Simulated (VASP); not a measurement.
# Al2Ag3 in VASP: single point with r2SCAN

Aim: the single point of Al2Ag3 with r2SCAN.

Program: VASP 6.6.1. These are calculated values, not measurements. Logs are shortened: lines on timing, memory, paths and dates and some standing lists are left out, and cuts for length are marked.

## Step 1: The cell of the first run

The cell holds a slab with vacuum, 5 atoms: a = 2.926 Å, b = 2.926 Å, c = 23.855 Å, α = 90.00°, β = 90.00°, γ = 120.00°.

## Step 2: Single point, r2SCAN

The input, POSCAR:

```
Al2Ag3
1.0
    2.9263865524      0.0000000000      0.0000000000
   -1.4631932762      2.5343250957      0.0000000000
    0.0000000000      0.0000000000     23.8552088600
Ag Al
3 2
Direct
    0.6666666667      0.3333333333      0.3143967443
    0.6666666667      0.3333333333      0.5010565551
    0.6666666667      0.3333333333      0.6850880473
    0.0000000000      0.0000000000      0.4071983721
    0.0000000000      0.0000000000      0.5947322044
```

The input, INCAR.step1:

```
PREC = Accurate
ENCUT = 520
ISMEAR = -1
SIGMA = 0.05
LREAL = F
LASPH = T
NELM = 100
LDIPOL = T
IDIPOL = 3
DIPOL = 0.5 0.5 0.500
NBANDS = 28
GGA = PE
ALGO = Normal
EDIFF = 1E-4
LWAVE = T
LCHARG = F
```

The input, INCAR.step2:

```
PREC = Accurate
ENCUT = 520
EDIFF = 1E-6
ISMEAR = -1
SIGMA = 0.05
LREAL = F
LASPH = T
NELM = 100
ALGO = Normal
ISIF = 2
LWAVE = F
LCHARG = T
LDIPOL = T
IDIPOL = 3
DIPOL = 0.5 0.5 0.500
METAGGA = R2SCAN
LMIXTAU = T
LELF = T
LVHAR = T
LVACPOTAV = T
NBANDS = 28
ISTART = 1
```

The input, KPOINTS:

```
Automatic mesh
0
Gamma
  10 10 1
```

Potentials or basis: VASP PAW PBE potentials, release 64 (Ag, Al).

Command:

```sh
> cat potpaw_PBE.64/Ag/POTCAR potpaw_PBE.64/Al/POTCAR > POTCAR
> cp INCAR.step1 INCAR
> mpirun -np 1 vasp_std > vasp.out
> cp INCAR.step2 INCAR
> mpirun -np 1 vasp_std > vasp.out
```

OUTCAR:

```text
PREC = Accurate
   ENCUT = 520
   EDIFF = 1E-6
   ISMEAR = -1
   LREAL = F
   LASPH = T
   NELM = 100
   ISIF = 2
   METAGGA = R2SCAN
   ISTART = 1

 ion  position               nearest neighbor table
   1  0.667  0.333  0.314-   4 2.78   4 2.78   4 2.78
   2  0.667  0.333  0.501-   5 2.80   5 2.80   5 2.80   4 2.80   4 2.80   4 2.80
   3  0.667  0.333  0.685-   5 2.74   5 2.74   5 2.74
   4  0.000  0.000  0.407-   1 2.78   1 2.78   1 2.78   2 2.80   2 2.80   2 2.80
   5  0.000  0.000  0.595-   3 2.74   3 2.74   3 2.74   2 2.80   2 2.80   2 2.80

  LATTYP: Found a hexagonal cell.
 ALAT       =     2.9263865524
 C/A-ratio  =     8.1517627398

  Lattice vectors:

 A1 = (   2.9263865524,   0.0000000000,   0.0000000000)
 A2 = (  -1.4631932762,   2.5343250957,   0.0000000000)
 A3 = (   0.0000000000,   0.0000000000,  23.8552088600)

Analysis of symmetry for initial positions (statically):
=====================================================================
 Subroutine PRICEL returns:
 Original cell was already a primitive cell.

 Routine SETGRP: Setting up the symmetry group for a
 hexagonal supercell.

 Subroutine GETGRP returns: Found  6 space group operations
 (whereof  6 operations were pure point group operations)
 out of a pool of 24 trial point group operations.

The static configuration has the point symmetry C_3v.

Analysis of symmetry for dynamics (positions and initial velocities):
=====================================================================
 Subroutine PRICEL returns:
 Original cell was already a primitive cell.

 Routine SETGRP: Setting up the symmetry group for a
 hexagonal supercell.

 Subroutine GETGRP returns: Found  6 space group operations
 (whereof  6 operations were pure point group operations)
 out of a pool of 24 trial point group operations.

The dynamic configuration has the point symmetry C_3v.

 Subroutine INISYM returns: Found  6 space group operations
 (whereof  6 operations are pure point group operations),
 and found     1 'primitive' translations

----------------------------------------------------------------------------------------

                                     Primitive cell

[... 85 lines left out ...]
   EDIFF  = 0.1E-05   stopping-criterion for ELM
   LREAL  =      F    real-space projection
   EDIFFG = 0.1E-04   stopping-criterion for IOM
   NSW    =      0    number of steps for IOM
   IBRION =     -1    ionic relax: 0-MD 1-quasi-New 2-CG
   NFREE  =      0    steps in history (QN), initial steepest desc. (CG)
   ISIF   =      2    stress and relaxation
   ISYM   =      2    0-nonsym 1-usesym 2-fastsym
   POTIM  = 0.5000    time-step for ionic-motion
   TEBEG  =    0.0;   TEEND  =   0.0 temperature during run
   PSTRESS=    0.0 pullay stress
   NELECT =      39.0000    total number of electrons
   NUPDOWN=      -1.0000    fix difference up-down
   EMIN   =  10.00;   EMAX   =-10.00  energy-range for DOS
   EFERMI =   0.00;   METHOD = LEGACY
   ISMEAR =    -1;   SIGMA  =   0.05  broadening in eV -4-tet -1-fermi 0-gaus
   EFERMI_NEDOS =   21; number of points for ismear=-14 and -15
   IALGO  =     38    algorithm
   IMIX   =      4    mixing-type and parameters
     AMIX     =   0.40;   BMIX     =  1.00
     AMIX_MAG =   1.60;   BMIX_MAG =  1.00
  volume/ion in A,a.u.               =      35.38       238.78
  Fermi-wavevector in a.u.,A,eV,Ry     =   0.988942  1.868829 13.306571  0.978005
  Thomas-Fermi vector in A             =   2.120505
   LORBIT       =      0    0 simple, 1 ext, 2 COOP (PROOUT), +10 PAW based schemes
   METAGGA = R2SCAN    functional components
   LHFCALC =     F    Hartree Fock is set to
   AEXX    =    0.0000 exact exchange contribution
   IVDW    =     0    specifies the selected vdW correction
   LEPSILON=     F    determine dielectric tensor
   LRPA    =     F    only Hartree local field effects (RPA)
 non-spin polarized calculation
  energy-cutoff  :      520.00
  volume of cell :      176.92
 maximum number of plane-waves:      4865
 NGX is ok and might be reduce to    24
   NGX = 11   NGY = 11   NGZ = 89

 dipolmoment           0.000000      0.000000      0.000359 electrons x Angstroem

 number of electron      39.0000007 magnetization

 dipolmoment           0.000000      0.000000     -0.001025 electrons x Angstroem

 Free energy of the ion-electron system (eV)
  ---------------------------------------------------
  ext. energy  EPLUGINS =         0.00000000
  ---------------------------------------------------
  free energy    TOTEN  =       -76.75591029 eV

  energy without entropy =      -76.73993845  energy(sigma->0) =      -76.74792437

 E-fermi :   1.6583     XC(G=0):  -6.4613

 val. band max:        1.5614378141   @ k =   0.3000   0.3000   0.0000
 cond. band min:       1.6807647114   @ k =   0.3000   0.3000   0.0000
 fundamental gap:      0.1193268973
 Fermi energy:         1.6582598007

 k-point     1 :       0.0000    0.0000    0.0000
  band No.  band energies     occupation
      1      -8.8851      2.00000
      2      -8.1759      2.00000
      3      -5.7737      2.00000
      4      -4.9951      2.00000
      5      -4.8374      2.00000
      6      -4.0944      2.00000
[... 423 lines left out ...]
     27       6.8609      0.00000
     28       7.2060      0.00000

------------------------ aborting loop because EDIFF is reached ----------------------------------------

  FORCE on cell =-STRESS in cart. coord.  units (eV):
  Direction    XX          YY          ZZ          XY          YZ          ZX
  --------------------------------------------------------------------------------------
  -------------------------------------------------------------------------------------
  Total       -1.8993410     -1.8993410     -0.4876596      0.0000000     -0.0000000      0.0000000
  in kB      -17.2003103    -17.2003103     -4.4162140      0.0000000     -0.0000000      0.0000000
  external PRESSURE =     -12.9389448 kB  Pullay stress =       0.0000000 kB

 VOLUME and BASIS-vectors are now :
 -----------------------------------------------------------------------------
  energy-cutoff  :      520.00
  volume of cell :      176.92
      direct lattice vectors                 reciprocal lattice vectors
     2.926386552  0.000000000  0.000000000     0.341718355  0.197291184  0.000000000
    -1.463193276  2.534325096  0.000000000     0.000000000  0.394582369  0.000000000
     0.000000000  0.000000000 23.855208860     0.000000000  0.000000000  0.041919566

 POSITION                                       TOTAL-FORCE (eV/Angst)
 -----------------------------------------------------------------------------------
      1.46319      0.84478      7.50000        -0.000000      0.000000      0.173186
      1.46319      0.84478     11.95281        -0.000000      0.000000      0.002278
      1.46319      0.84478     16.34292        -0.000000      0.000000     -0.014590
      0.00000      0.00000      9.71380         0.000000      0.000000     -0.164376
      0.00000      0.00000     14.18746         0.000000     -0.000000      0.003503
 -----------------------------------------------------------------------------------
    total drift:                               -0.000004      0.000002      0.000588

  FREE ENERGIE OF THE ION-ELECTRON SYSTEM (eV)
  ---------------------------------------------------
  free  energy   TOTEN  =       -76.7559102939 eV

  energy  without entropy=      -76.7399384515  energy(sigma->0) =      -76.74792437

 vacuum level on the upper side and lower side of the slab         6.277         6.303
```

OUTCAR.step1:

```text
PREC = Accurate
   ENCUT = 520
   ISMEAR = -1
   LREAL = F
   LASPH = T
   NELM = 100
   GGA = PE
   EDIFF = 1E-4

 ion  position               nearest neighbor table
[... 656 lines left out ...]
      0.00000      0.00000      9.71380         0.000000      0.000000     -0.138336
      0.00000      0.00000     14.18746        -0.000000     -0.000000     -0.026260
 -----------------------------------------------------------------------------------
    total drift:                               -0.000000      0.000000     -0.002780

  FREE ENERGIE OF THE ION-ELECTRON SYSTEM (eV)
  ---------------------------------------------------
  free  energy   TOTEN  =       -15.1561737780 eV

  energy  without entropy=      -15.1407352391  energy(sigma->0) =      -15.14845451

 vacuum level on the upper side and lower side of the slab         6.303         6.314
```

OSZICAR.step1:

```text
N       E                     dE             d eps       ncg     rms          rms(c)
DAV:   1     0.205949708643E+03    0.20595E+03   -0.16567E+04   784   0.115E+03
DAV:   2    -0.103870326981E+02   -0.21634E+03   -0.20790E+03   880   0.247E+02
DAV:   3    -0.169493769314E+02   -0.65623E+01   -0.64749E+01   932   0.432E+01
DAV:   4    -0.170495898158E+02   -0.10021E+00   -0.10013E+00  1048   0.542E+00
DAV:   5    -0.170512352647E+02   -0.16454E-02   -0.16454E-02   996   0.681E-01    0.998E+00
DAV:   6    -0.153295584966E+02    0.17217E+01   -0.98469E+00   868   0.256E+01    0.697E+00
DAV:   7    -0.152113899985E+02    0.11817E+00   -0.14338E+00   856   0.893E+00    0.428E+00
DAV:   8    -0.166105465672E+02   -0.13992E+01   -0.15000E+01   896   0.241E+01    0.404E+00
DAV:   9    -0.153261401976E+02    0.12844E+01   -0.18980E+01   908   0.198E+01    0.157E+00
DAV:  10    -0.151546809876E+02    0.17146E+00   -0.15651E+00   844   0.821E+00    0.273E-01
DAV:  11    -0.151562817163E+02   -0.16007E-02   -0.33203E-02   844   0.106E+00    0.159E-01
DAV:  12    -0.151562140255E+02    0.67691E-04   -0.17364E-03   992   0.248E-01    0.103E-01
DAV:  13    -0.151561737780E+02    0.40248E-04   -0.53715E-04   680   0.139E-01
   1 F= -.15156174E+02 E0= -.15148455E+02  d E =-.154385E-01
```

Run time: 5.4 min. Hardware: 1 thread of Intel Xeon Platinum 8259CL at 2.50GHz (Skylake/Cascade Lake), shared host; peak memory 0.37 GiB.

Results:

```yaml
Free_energy: -76.7559 eV
Largest_force: 0.173 eV/Å
```

Forces on the atoms (eV/Å):
```
Ag   0.000  0.000  0.173
Ag   0.000  0.000  0.002
Ag   0.000  0.000 -0.015
Al   0.000  0.000 -0.164
Al   0.000  0.000  0.004
```

Caveat: the PAW data sets were made with another functional, which shifts forces and pressure a little.
